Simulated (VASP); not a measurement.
# B (P4/mmm) in VASP: a series of runs

B is run at these levels: PBE; tasks: single point, relaxation of cell and atoms.

Program: VASP 6.6.1. These are calculated values, not measurements. Logs are shortened: lines on timing, memory, paths and dates and some standing lists are left out, and cuts for length are marked.

## 1. The cell of the first run

The structure is tetragonal, space group P4/mmm (No. 123). The conventional cell has a = 4.177 Å, b = 4.177 Å, c = 1.731 Å, α = 90.00°, β = 90.00°, γ = 90.00°. B (site symmetry m2m) has 5 B at 1.73 Å within 2.3 Å.

## 2. Single point, PBE

Contents of INCAR:

```
SYSTEM = B
ALGO = Normal
EDIFF = 1E-6
ENCUT = 520
GGA = PE
ISIF = 2
ISMEAR = 0
LASPH = .True.
LCHARG = .True.
LELF = .True.
LREAL = .False.
LVHAR = .True.
LWAVE = .False.
NBANDS = 14
NELM = 100
PREC = Accurate
SIGMA = 0.1
```

Contents of KPOINTS:

```
k-points
0
Gamma
  4 4 10
  0 0 0
```

Contents of POSCAR:

```
B
1.0
    4.1769265100      0.0000000000      0.0000000000
    0.0000000000      4.1769265100      0.0000000000
    0.0000000000      0.0000000000      1.7306782100
B
4
Direct
    0.2070418300      0.5000000000      0.0000000000
    0.7929581700      0.5000000000      0.0000000000
    0.5000000000      0.2070418300      0.0000000000
    0.5000000000      0.7929581700      0.0000000000
```

Potentials or basis: VASP PAW PBE potentials, release 64 (B).

On the command line:

```sh
cat potpaw_PBE.64/B/POTCAR > POTCAR
mpirun -np 1 vasp_std > vasp.out
```

OUTCAR:

```text
SYSTEM = B
   EDIFF = 1E-6
   ENCUT = 520
   GGA = PE
   ISIF = 2
   ISMEAR = 0
   LASPH = .True.
   LREAL = .False.
   NELM = 100
   PREC = Accurate

 ion  position               nearest neighbor table
   1  0.207  0.500  0.000-   2 1.73   3 1.73   4 1.73
   2  0.793  0.500  0.000-   1 1.73   3 1.73   4 1.73
   3  0.500  0.207  0.000-   4 1.73   2 1.73   1 1.73
   4  0.500  0.793  0.000-   3 1.73   2 1.73   1 1.73

  LATTYP: Found a simple tetragonal cell.
 ALAT       =     4.1769265100
 C/A-ratio  =     0.4143425090

  Lattice vectors:

 A1 = (   4.1769265100,   0.0000000000,   0.0000000000)
 A2 = (   0.0000000000,   4.1769265100,   0.0000000000)
 A3 = (   0.0000000000,   0.0000000000,   1.7306782100)

Analysis of symmetry for initial positions (statically):
=====================================================================
 Subroutine PRICEL returns:
 Original cell was already a primitive cell.

 Routine SETGRP: Setting up the symmetry group for a
 simple tetragonal supercell.

 Subroutine GETGRP returns: Found 16 space group operations
 (whereof 16 operations were pure point group operations)
 out of a pool of 16 trial point group operations.

The static configuration has the point symmetry D_4h.

Analysis of symmetry for dynamics (positions and initial velocities):
=====================================================================
 Subroutine PRICEL returns:
 Original cell was already a primitive cell.

 Routine SETGRP: Setting up the symmetry group for a
 simple tetragonal supercell.

 Subroutine GETGRP returns: Found 16 space group operations
 (whereof 16 operations were pure point group operations)
 out of a pool of 16 trial point group operations.

The dynamic configuration has the point symmetry D_4h.

 Subroutine INISYM returns: Found 16 space group operations
 (whereof 16 operations are pure point group operations),
 and found     1 'primitive' translations

----------------------------------------------------------------------------------------

                                     Primitive cell

  volume of cell :      30.1946

  direct lattice vectors                    reciprocal lattice vectors
     4.176926510  0.000000000  0.000000000     0.239410485  0.000000000  0.000000000
     0.000000000  4.176926510  0.000000000     0.000000000  0.239410485  0.000000000
     0.000000000  0.000000000  1.730678210     0.000000000  0.000000000  0.577808165

  length of vectors
     4.176926510  4.176926510  1.730678210     0.239410485  0.239410485  0.577808165

  position of ions in fractional coordinates (direct lattice)
     0.207041830  0.500000000  0.000000000
     0.792958170  0.500000000  0.000000000
     0.500000000  0.207041830  0.000000000
     0.500000000  0.792958170  0.000000000

  ion indices of the primitive-cell ions
   primitive index   ion index
                 1           1
                 2           2
                 3           3
                 4           4

----------------------------------------------------------------------------------------

 KPOINTS: k-points

Automatic generation of k-mesh.
 Grid dimensions read from file:
 generate k-points for:    4    4   10

 Generating k-lattice:

  Cartesian coordinates                     Fractional coordinates (reciprocal lattice)
     0.059852621  0.000000000  0.000000000     0.250000000  0.000000000  0.000000000
     0.000000000  0.059852621  0.000000000     0.000000000  0.250000000  0.000000000
     0.000000000  0.000000000  0.057780816     0.000000000  0.000000000  0.100000000

  Length of vectors
     0.059852621  0.059852621  0.057780816

  Shift w.r.t. Gamma in fractional coordinates (k-lattice)
     0.000000000  0.000000000  0.000000000

 Subroutine IBZKPT returns following result:
 ===========================================

 Found     36 irreducible k-points:

 Following reciprocal coordinates:
            Coordinates               Weight
  0.000000  0.000000  0.000000      1.000000
  0.250000  0.000000  0.000000      4.000000
  0.500000  0.000000  0.000000      2.000000
  0.250000  0.250000  0.000000      4.000000
  0.500000  0.250000  0.000000      4.000000
  0.500000  0.500000  0.000000      1.000000
[... 16 lines left out ...]
  0.500000  0.250000  0.300000      8.000000
  0.500000  0.500000  0.300000      2.000000
 [... further k-points ...]
   k-points           NKPTS =     36   k-points in BZ     NKDIM =     36   number of bands    NBANDS=     14
   number of dos      NEDOS =    301   number of ions     NIONS =      4
   total plane-waves  NPLWV =  14336
   dimension x,y,z NGX =    32 NGY =   32 NGZ =   14
   dimension x,y,z NGXF=    64 NGYF=   64 NGZF=   28
   ions per type =               4
   NGX,Y,Z   is equivalent  to a cutoff of  12.74, 12.74, 13.45 a.u.
   NGXF,Y,Z  is equivalent  to a cutoff of  25.47, 25.47, 26.90 a.u.
 SYSTEM =  B
   PREC   = accura    normal or accurate (medium, high low for compatibility)
   ISTART =      0    job   : 0-new  1-cont  2-samecut
   ICHARG =      2    charge: 1-file 2-atom 10-const
   ISPIN  =      1    spin polarized calculation?
   LNONCOLLINEAR =      F non collinear calculations
   LSORBIT =      F    spin-orbit coupling
   LASPH  =      T    aspherical Exc in radial PAW
   ENCUT  =  520.0 eV  38.22 Ry    6.18 a.u.   7.77  7.77  3.22*2*pi/ulx,y,z
   NELM   =    100;   NELMIN=  2; NELMDL= -5     # of ELM steps
   EDIFF  = 0.1E-05   stopping-criterion for ELM
   LREAL  =      F    real-space projection
   EDIFFG = 0.1E-04   stopping-criterion for IOM
   NSW    =      0    number of steps for IOM
   IBRION =     -1    ionic relax: 0-MD 1-quasi-New 2-CG
   NFREE  =      0    steps in history (QN), initial steepest desc. (CG)
   ISIF   =      2    stress and relaxation
   ISYM   =      2    0-nonsym 1-usesym 2-fastsym
   POTIM  = 0.5000    time-step for ionic-motion
   TEBEG  =    0.0;   TEEND  =   0.0 temperature during run
   PSTRESS=    0.0 pullay stress
   NELECT =      12.0000    total number of electrons
   NUPDOWN=      -1.0000    fix difference up-down
   EMIN   =  10.00;   EMAX   =-10.00  energy-range for DOS
   EFERMI =   0.00;   METHOD = LEGACY
   ISMEAR =     0;   SIGMA  =   0.10  broadening in eV -4-tet -1-fermi 0-gaus
   EFERMI_NEDOS =   21; number of points for ismear=-14 and -15
   IALGO  =     38    algorithm
   IMIX   =      4    mixing-type and parameters
     AMIX     =   0.40;   BMIX     =  1.00
     AMIX_MAG =   1.60;   BMIX_MAG =  1.00
  volume/ion in A,a.u.               =       7.55        50.94
  Fermi-wavevector in a.u.,A,eV,Ry     =   1.203627  2.274525 19.711004  1.448718
  Thomas-Fermi vector in A             =   2.339375
   LORBIT       =      0    0 simple, 1 ext, 2 COOP (PROOUT), +10 PAW based schemes
   GGA     = PE    functional components
   LHFCALC =     F    Hartree Fock is set to
   AEXX    =    0.0000 exact exchange contribution
   IVDW    =     0    specifies the selected vdW correction
   LEPSILON=     F    determine dielectric tensor
   LRPA    =     F    only Hartree local field effects (RPA)
 non-spin polarized calculation
 Gauss-broadening in eV      SIGMA  =   0.10
  energy-cutoff  :      520.00
  volume of cell :       30.19
 maximum number of plane-waves:       828
 NGX is ok and might be reduce to    32
   NGX = 15   NGY = 15   NGZ =  7

 number of electron      12.0000000 magnetization

 Free energy of the ion-electron system (eV)
  ---------------------------------------------------
  ext. energy  EPLUGINS =         0.00000000
  ---------------------------------------------------
  free energy    TOTEN  =       -22.91619633 eV

  energy without entropy =      -22.91077112  energy(sigma->0) =      -22.91348372

 E-fermi :   6.1001     XC(G=0): -11.1269

 val. band max:        6.0431716149   @ k =   0.2500   0.0000   0.5000
 cond. band min:       6.1409955579   @ k =   0.2500   0.2500   0.4000
 fundamental gap:      0.0978239431
 Fermi energy:         6.1001180992

 k-point     1 :       0.0000    0.0000    0.0000
  band No.  band energies     occupation
      1     -10.4486      2.00000
      2      -4.1044      2.00000
      3      -3.1602      2.00000
      4      -3.1602      2.00000
      5      -3.0088      2.00000
      6       2.1053      2.00000
      7       8.3360      0.00000
      8       8.3360      0.00000
      9      11.7040      0.00000
     10      16.1174      0.00000
     11      16.1174      0.00000
     12      18.5236      0.00000
     13      19.6715      0.00000
     14      23.7610      0.00000

 k-point     2 :       0.2500    0.0000    0.0000
  band No.  band energies     occupation
      1     -10.1693      2.00000
      2      -5.9515      2.00000
      3      -3.4566      2.00000
      4      -2.8482      2.00000
      5      -0.3718      2.00000
      6       1.0127      2.00000
      7       7.5100      0.00000
      8      10.2730      0.00000
      9      12.3587      0.00000
     10      13.9482      0.00000
     11      16.0551      0.00000
     12      18.3676      0.00000
     13      19.7251      0.00000
     14      24.0152      0.00000

 k-point     3 :       0.5000    0.0000    0.0000
  band No.  band energies     occupation
      1      -9.7703      2.00000
      2      -7.0952      2.00000
      3      -3.4100      2.00000
      4      -2.3847      2.00000
      5      -0.0192      2.00000
      6       1.2750      2.00000
      7       7.7222      0.00000
      8       9.2197      0.00000
      9      13.8622      0.00000
     10      14.0544      0.00000
     11      16.9453      0.00000
     12      17.1182      0.00000
     13      18.6078      0.00000
     14      22.9522      0.00000
[... 324 lines left out ...]
 k-point    23 :       0.5000    0.2500    0.3000
  band No.  band energies     occupation
      1      -6.0638      2.00000
      2      -3.6810      2.00000
      3      -2.2412      2.00000
      4       2.8513      2.00000
      5       3.5312      2.00000
      6       5.6798      2.00000
      7       8.4393      0.00000
      8       9.9304      0.00000
      9      10.0497      0.00000
     10      11.1938      0.00000
     11      14.8936      0.00000
     12      16.7708      0.00000
     13      17.1248      0.00000
     14      20.6517      0.00000

 k-point    24 :       0.5000    0.5000    0.3000
  band No.  band energies     occupation
      1      -5.5240      2.00000
      2      -3.5487      2.00000
      3      -3.5487      2.00000
      4       2.1596      2.00000
      5       5.9509      1.96513
      6       5.9509      1.96513
      7       8.2719      0.00000
      8       8.8569      0.00000
      9      10.8635      0.00000
     10      10.8635      0.00000
     11      14.2725      0.00000
     12      16.0734      0.00000
     13      17.5914      0.00000
     14      20.5712      0.00000

 [... further k-points ...]
[... 5 lines left out ...]
  --------------------------------------------------------------------------------------
  -------------------------------------------------------------------------------------
  Total        1.2071264      1.2071264     11.3502143      0.0000000     -0.0000000      0.0000000
  in kB       64.0520970     64.0520970    602.2608723      0.0000000     -0.0000000      0.0000000
  external PRESSURE =     243.4550221 kB  Pullay stress =       0.0000000 kB

 VOLUME and BASIS-vectors are now :
 -----------------------------------------------------------------------------
  energy-cutoff  :      520.00
  volume of cell :       30.19
      direct lattice vectors                 reciprocal lattice vectors
     4.176926510  0.000000000  0.000000000     0.239410485  0.000000000  0.000000000
     0.000000000  4.176926510  0.000000000     0.000000000  0.239410485  0.000000000
     0.000000000  0.000000000  1.730678210     0.000000000  0.000000000  0.577808165

 POSITION                                       TOTAL-FORCE (eV/Angst)
 -----------------------------------------------------------------------------------
      0.86480      2.08846      0.00000        -0.508605     -0.000000      0.000000
      3.31213      2.08846      0.00000         0.508605     -0.000000     -0.000000
      2.08846      0.86480      0.00000         0.000000     -0.508605      0.000000
      2.08846      3.31213      0.00000        -0.000000      0.508605      0.000000
 -----------------------------------------------------------------------------------
    total drift:                                0.000000     -0.000000      0.000000

  FREE ENERGIE OF THE ION-ELECTRON SYSTEM (eV)
  ---------------------------------------------------
  free  energy   TOTEN  =       -22.9161963266 eV

  energy  without entropy=      -22.9107711210  energy(sigma->0) =      -22.91348372
```

Wall time 4.4 s (1 thread of Intel Xeon 6975P-C (Granite Rapids), shared host); peak memory 0.13 GiB.

Results:

* Free energy: -22.9162 eV
* Pressure: 24.3 GPa
* Largest force: 0.509 eV/Å
* Band gap on the k mesh: zero (band 6 reaches 6.91 eV, above the bottom of band 7 at 5.93 eV)

Forces on the atoms (eV/Å):
```
B   -0.509  0.000  0.000
B    0.509  0.000  0.000
B    0.000 -0.509  0.000
B    0.000  0.509  0.000
```

Caveat: the k points lie up to 0.38 Å⁻¹ apart.

## 3. Single point, PBE

This run uses another cell than the first one, of 8.47 Å³/atom, 1.122 times its volume.

Contents of INCAR:

```
SYSTEM = B
PREC = Accurate ; ENCUT = 520
EDIFF = 1E-7 ; ISMEAR = 0
SIGMA = 0.1 ; LREAL = .False.
LASPH = .True. ; NELM = 80
ALGO = Normal ; ISIF = 2
LWAVE = .False. ; LCHARG = .False.
GGA = PE ; NBANDS = 14
```

Contents of KPOINTS:

```
Automatic mesh
0
Gamma
  4 4 10
  0 0 0
```

Contents of POSCAR:

```
B
1.0
    4.2017848671      0.0000000000      0.0000000000
    0.0000000000      4.2017848671      0.0000000000
    0.0000000000      0.0000000000      1.9186901375
B
4
Direct
    0.2021269406      0.5000000000      0.0000000000
    0.7978730594      0.5000000000      0.0000000000
    0.5000000000      0.2021269406      0.0000000000
    0.5000000000      0.7978730594      0.0000000000
```

Potentials or basis: VASP PAW PBE potentials, release 64 (B).

On the command line:

```sh
cat potpaw_PBE.64/B/POTCAR > POTCAR
mpirun -np 1 vasp_std > vasp.out
```

Wall time 13 s (1 thread of Intel Xeon Platinum 8259CL at 2.50GHz (Skylake/Cascade Lake), shared host); peak memory 0.14 GiB.

It converged, with:

```
Free energy            : -23.4326 eV
Pressure               : 0.0 GPa
Band gap on the k mesh : zero (band 6 reaches 5.15 eV, above the bottom of band 7 at 3.77 eV)
```

Stress tensor (GPa, compression positive):
```
 0.07  0.00  0.00
 0.00  0.07  0.00
 0.00  0.00 -0.03
```

Levels at points of the mesh, in eV from the Fermi level:
| k point | band 2 | band 3 | band 4 | band 5 | band 6 | band 7 | band 8 | band 9 | band 10 | band 11 |
| --- | --- | --- | --- | --- | --- | --- | --- | --- | --- | --- |
| (0.00, 0.00, 0.00) | -8.67 | -7.53 | -7.53 | -7.38 | -2.17 | 3.48 | 3.48 | 6.73 | 11.85 | 11.85 |
| (0.50, 0.00, 0.00) | -11.56 | -7.86 | -6.72 | -4.43 | -3.28 | 2.89 | 4.83 | 9.05 | 9.39 | 11.78 |
| (0.50, 0.50, 0.00) | -11.21 | -11.21 | -6.40 | -2.17 | -2.17 | 4.97 | 5.17 | 5.43 | 9.22 | 9.56 |
| (0.00, 0.00, 0.50) | -5.73 | -1.89 | -1.60 | -0.73 | -0.70 | -0.70 | 0.02 | 0.02 | 3.21 | 9.16 |
| (0.50, 0.00, 0.50) | -5.39 | -4.69 | -2.85 | -1.17 | -0.60 | 0.97 | 1.15 | 1.42 | 1.90 | 11.13 |
| (0.50, 0.50, 0.50) | -5.12 | -4.61 | -4.61 | -2.41 | -2.41 | -0.08 | 2.79 | 2.79 | 4.22 | 8.30 |

Caveat: the k points lie up to 0.37 Å⁻¹ apart.

[end of part 1 of 2]
